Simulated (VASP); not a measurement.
# As2Se (I4_1/amd) in VASP: further runs

As2Se is run at these levels: PBEsol; tasks: single point.

Everything below comes from runs of VASP 6.6.1. Logs are shortened: lines on timing, memory, paths and dates and some standing lists are left out, and cuts for length are marked.

### Step 1. The cell of the first run

The structure is tetragonal, space group I4_1/amd (No. 141). The conventional cell has a = 7.476 Å, b = 7.476 Å, c = 4.508 Å, α = 90.00°, β = 90.00°, γ = 90.00°. As (site symmetry 2/m) has 2 Se at 2.52 Å and 4 As at 2.87 Å within 3.3 Å. Within 3.3 Å of Se (site symmetry -4m2) lie 4 As at 2.52 Å.

### Step 2. Single point, PBEsol

File INCAR:

```
SYSTEM = As2Se
ALGO     = Normal         ! electronic algorithm
EDIFF    = 1E-7           ! SCF threshold, eV
ENCUT    = 520            ! plane-wave cutoff, eV
GGA      = PS             ! functional
ISIF     = 2              ! what is computed and relaxed
ISMEAR   = 0              ! smearing method
LASPH    = .True.         ! aspherical terms in the spheres
LCHARG   = .True.         ! write CHGCAR
LELF     = .True.         ! ELF
LREAL    = .False.        ! projectors in reciprocal space
LVHAR    = .True.       
LWAVE    = .False.        ! write WAVECAR
NBANDS   = 25             ! bands
NELM     = 60             ! most SCF steps
PREC     = Accurate       ! precision mode
SIGMA    = 0.15           ! smearing width, eV
```

File KPOINTS:

```
k-points
0
Gamma
  12 12 12
  0 0 0
```

File POSCAR:

```
As2Se
1.0
   -3.7379351216      3.7379351216      2.2540900221
    3.7379351216     -3.7379351216      2.2540900221
    3.7379351216      3.7379351216     -2.2540900221
As Se
4 2
Direct
    0.8750000000      0.1250000000      0.7500000000
    0.3750000000      0.1250000000      0.2500000000
    0.8750000000      0.6250000000      0.7500000000
    0.8750000000      0.1250000000      0.2500000000
    0.5000000000      0.5000000000      0.0000000000
    0.2500000000      0.7500000000      0.5000000000
```

Potentials or basis: VASP PAW PBE potentials, release 64 (As, Se).

On the command line:

```console
cat potpaw_PBE.64/As/POTCAR potpaw_PBE.64/Se/POTCAR > POTCAR
mpirun -np 1 vasp_std > vasp.out
```

OUTCAR:

```text
SYSTEM = As2Se
   EDIFF = 1E-7
   ENCUT = 520
   GGA = PS
   ISIF = 2
   ISMEAR = 0
   LASPH = .True.
   LREAL = .False.
   NELM = 60
   PREC = Accurate

 ion  position               nearest neighbor table
   1  0.875  0.125  0.750-   5 2.52   6 2.52   4 2.87   4 2.87   3 2.87   3 2.87
   2  0.375  0.125  0.250-   5 2.52   6 2.52   3 2.87   4 2.87   4 2.87   3 2.87
   3  0.875  0.625  0.750-   5 2.52   6 2.52   1 2.87   2 2.87   1 2.87   2 2.87
   4  0.875  0.125  0.250-   6 2.52   5 2.52   2 2.87   1 2.87   1 2.87   2 2.87
   5  0.500  0.500  0.000-   4 2.52   2 2.52   3 2.52   1 2.52
   6  0.250  0.750  0.500-   1 2.52   2 2.52   3 2.52   4 2.52

  LATTYP: Found a body centered tetragonal cell.
 ALAT       =     7.4758702432
 C/A-ratio  =     0.6030308041

  Lattice vectors:

 A1 = (  -3.7379351216,   3.7379351216,   2.2540900221)
 A2 = (   3.7379351216,  -3.7379351216,   2.2540900221)
 A3 = (   3.7379351216,   3.7379351216,  -2.2540900221)

Analysis of symmetry for initial positions (statically):
=====================================================================
 Subroutine PRICEL returns:
 Original cell was already a primitive cell.

 Routine SETGRP: Setting up the symmetry group for a
 body centered tetragonal supercell.

 Subroutine GETGRP returns: Found 16 space group operations
 (whereof  8 operations were pure point group operations)
 out of a pool of 16 trial point group operations.

The static configuration has the point symmetry D_2d.
 The point group associated with its full space group is D_4h.

Analysis of symmetry for dynamics (positions and initial velocities):
=====================================================================
 Subroutine PRICEL returns:
 Original cell was already a primitive cell.

 Routine SETGRP: Setting up the symmetry group for a
 body centered tetragonal supercell.

 Subroutine GETGRP returns: Found 16 space group operations
 (whereof  8 operations were pure point group operations)
 out of a pool of 16 trial point group operations.

The dynamic configuration has the point symmetry D_2d.
 The point group associated with its full space group is D_4h.

 Subroutine INISYM returns: Found 16 space group operations
 (whereof  8 operations are pure point group operations),
 and found     1 'primitive' translations

----------------------------------------------------------------------------------------

                                     Primitive cell

  volume of cell :     125.9780

[... 95 lines left out ...]
   NELM   =     60;   NELMIN=  2; NELMDL= -5     # of ELM steps
   EDIFF  = 0.1E-06   stopping-criterion for ELM
   LREAL  =      F    real-space projection
   EDIFFG = 0.1E-05   stopping-criterion for IOM
   NSW    =      0    number of steps for IOM
   IBRION =     -1    ionic relax: 0-MD 1-quasi-New 2-CG
   NFREE  =      0    steps in history (QN), initial steepest desc. (CG)
   ISIF   =      2    stress and relaxation
   ISYM   =      2    0-nonsym 1-usesym 2-fastsym
   POTIM  = 0.5000    time-step for ionic-motion
   TEBEG  =    0.0;   TEEND  =   0.0 temperature during run
   PSTRESS=    0.0 pullay stress
   NELECT =      32.0000    total number of electrons
   NUPDOWN=      -1.0000    fix difference up-down
   EMIN   =  10.00;   EMAX   =-10.00  energy-range for DOS
   EFERMI =   0.00;   METHOD = LEGACY
   ISMEAR =     0;   SIGMA  =   0.15  broadening in eV -4-tet -1-fermi 0-gaus
   EFERMI_NEDOS =   21; number of points for ismear=-14 and -15
   IALGO  =     38    algorithm
   IMIX   =      4    mixing-type and parameters
     AMIX     =   0.40;   BMIX     =  1.00
     AMIX_MAG =   1.60;   BMIX_MAG =  1.00
  volume/ion in A,a.u.               =      21.00       141.69
  Fermi-wavevector in a.u.,A,eV,Ry     =   1.036796  1.959260 14.625522  1.074946
  Thomas-Fermi vector in A             =   2.171203
   LORBIT       =      0    0 simple, 1 ext, 2 COOP (PROOUT), +10 PAW based schemes
   GGA     = PS    functional components
   LHFCALC =     F    Hartree Fock is set to
   AEXX    =    0.0000 exact exchange contribution
   IVDW    =     0    specifies the selected vdW correction
   LEPSILON=     F    determine dielectric tensor
   LRPA    =     F    only Hartree local field effects (RPA)
 non-spin polarized calculation
 Gauss-broadening in eV      SIGMA  =   0.15
  energy-cutoff  :      520.00
  volume of cell :      125.98
 maximum number of plane-waves:      3418
 NGX is ok and might be reduce to    48

 number of electron      31.9999999 magnetization

 Free energy of the ion-electron system (eV)
  ---------------------------------------------------
  ext. energy  EPLUGINS =         0.00000000
  ---------------------------------------------------
  free energy    TOTEN  =       -26.85009972 eV

  energy without entropy =      -26.82434896  energy(sigma->0) =      -26.83722434

 E-fermi :   5.3027     XC(G=0): -10.2464

 val. band max:        5.2996612142   @ k =  -0.4167  -0.4167   0.3333
 cond. band min:       5.3102580955   @ k =  -0.2500  -0.4167   0.1667
 fundamental gap:      0.0105968813
 Fermi energy:         5.3026557224

 k-point     1 :       0.0000    0.0000    0.0000
  band No.  band energies     occupation
      1     -10.6156      2.00000
      2      -8.6035      2.00000
      3      -5.7230      2.00000
      4      -5.7230      2.00000
      5      -4.2867      2.00000
      6      -3.6442      2.00000
[... 661 lines left out ...]
     24      10.1795      0.00000
     25      10.5986      0.00000

 [... further k-points ...]
[... 5 lines left out ...]
  --------------------------------------------------------------------------------------
  -------------------------------------------------------------------------------------
  Total        0.1200233      0.1200233     11.3428185      0.0000000      0.0000000      0.0000000
  in kB        1.5264454      1.5264454    144.2569681      0.0000000      0.0000000      0.0000000
  external PRESSURE =      49.1032863 kB  Pullay stress =       0.0000000 kB

 VOLUME and BASIS-vectors are now :
 -----------------------------------------------------------------------------
  energy-cutoff  :      520.00
  volume of cell :      125.98
      direct lattice vectors                 reciprocal lattice vectors
    -3.737935122  3.737935122  2.254090022     0.000000000  0.133763691  0.221819002
     3.737935122 -3.737935122  2.254090022     0.133763691  0.000000000  0.221819002
     3.737935122  3.737935122 -2.254090022     0.133763691  0.133763691  0.000000000

 POSITION                                       TOTAL-FORCE (eV/Angst)
 -----------------------------------------------------------------------------------
      0.00000      5.60690      0.56352        -0.000000      0.000000      0.000000
     -0.00000      1.86897      0.56352        -0.000000      0.000000      0.000000
      1.86897      3.73794      1.69057        -0.000000      0.000000      0.000000
     -1.86897      3.73794      1.69057        -0.000000      0.000000      0.000000
      0.00000      0.00000      2.25409         0.000000     -0.000000      0.000000
      3.73794     -0.00000      1.12705         0.000000      0.000000     -0.000000
 -----------------------------------------------------------------------------------
    total drift:                                0.000000     -0.000000      0.000000

  FREE ENERGIE OF THE ION-ELECTRON SYSTEM (eV)
  ---------------------------------------------------
  free  energy   TOTEN  =       -26.8500997225 eV

  energy  without entropy=      -26.8243489649  energy(sigma->0) =      -26.83722434
```

stdout:

```text
POSCAR found type information on POSCAR AsSe
 POSCAR found :  2 types and       6 ions
 scaLAPACK will be used
 -----------------------------------------------------------------------------
|                                                                             |
|                                                                             |
|     You enforced a specific xc type in the INCAR file but a different       |
|     I HOPE YOU KNOW WHAT YOU ARE DOING!                                     |
|                                                                             |
 -----------------------------------------------------------------------------

 LDA part: xc-table for (Slater+PW92), standard interpolation
 POSCAR, INCAR and KPOINTS ok, starting setup
 FFT: planning ... GRIDC
 FFT: planning ... GRID_SOFT
 FFT: planning ... GRID
 WAVECAR not read
 entering main loop
```

It took 5.6 min on 1 thread of Intel Xeon 6975P-C (Granite Rapids), shared host; peak memory 0.62 GiB.

What came out:

| Item | Value |
| --- | --- |
| Free energy | -26.8501 eV |
| Pressure | 4.9 GPa |
| Band gap on the k mesh | zero (band 16 reaches 5.69 eV, above the bottom of band 17 at 4.71 eV) |

Levels at points of the mesh, in eV from the Fermi level:
```tsv
k point	band 12	band 13	band 14	band 15	band 16	band 17	band 18	band 19	band 20	band 21
(0.00, 0.00, 0.00)	-3.25	-3.25	-2.20	-2.20	-2.08	2.37	2.98	3.22	3.25	3.25
(0.50, 0.00, 0.00)	-2.40	-2.25	-1.32	-1.14	0.11	0.78	0.93	2.10	3.84	3.92
(0.50, 0.50, 0.00)	-2.43	-1.28	-1.28	-1.17	-1.17	-0.21	-0.21	1.85	1.85	3.09
(0.50, 0.50, 0.50)	-1.95	-0.94	-0.94	-0.80	-0.80	-0.59	-0.59	-0.19	-0.19	2.91
```

Caveat: the PAW data sets were made with another functional, which shifts forces and pressure a little.

### Step 3. Single point, PBEsol

This run uses another cell than the first one, of the same volume but with other edges.

File INCAR:

```
  PREC = Accurate
  ENCUT = 520
  EDIFF = 1E-6
  ISMEAR = 0
  SIGMA = 0.15
  LREAL = False
  LASPH = True
  NELM = 80
  ALGO = Normal
  ISIF = 2
  LWAVE = False
  LCHARG = True
  GGA = PS
  LELF = True
  LVHAR = True
  NBANDS = 25
```

File KPOINTS:

```
Automatic mesh
0
Gamma
  12 12 12
```

POSCAR, as its differences from that of step 2:

```diff
@@ -2,5 +2,5 @@
 1.0
-   -3.7379351216      3.7379351216      2.2540900221
-    3.7379351216     -3.7379351216      2.2540900221
-    3.7379351216      3.7379351216     -2.2540900221
+   -3.1794156239      3.1794156239      3.1155890354
+    3.1794156239     -3.1794156239      3.1155890354
+    3.1794156239      3.1794156239     -3.1155890354
 As Se
```

Potentials or basis: VASP PAW PBE potentials, release 64 (As, Se).

On the command line:

```console
cat potpaw_PBE.64/As/POTCAR potpaw_PBE.64/Se/POTCAR > POTCAR
mpirun -np 1 vasp_std > vasp.out
```

Wall time 4.9 min (1 thread of Intel Xeon 6975P-C (Granite Rapids), shared host); peak memory 0.56 GiB.

The run converged. Its results:

```yaml
Free_energy: -26.7016 eV
Pressure: -4.0 GPa
Band_gap_on_the_k_mesh: zero (band 16 reaches 5.78 eV, above the bottom of band 17 at 4.57 eV)
```

Stress tensor (GPa, compression positive):
```
  1.46   0.00   0.00
  0.00   1.46   0.00
  0.00   0.00 -15.03
```

Levels at points of the mesh, in eV from the Fermi level:
```csv
k point,band 14,band 15,band 16,band 17,band 18,band 19
"(0.00, 0.00, 0.00)",-0.91,-0.91,-0.84,0.33,3.60,3.60
"(0.50, 0.00, 0.00)",-0.84,-0.50,-0.48,-0.35,0.01,1.12
"(0.50, 0.50, 0.00)",-1.05,-0.86,-0.86,0.14,0.14,1.58
"(0.50, 0.50, 0.50)",-0.70,0.80,0.80,1.14,1.14,1.52
```

Caveat: the PAW data sets were made with another functional, which shifts forces and pressure a little.
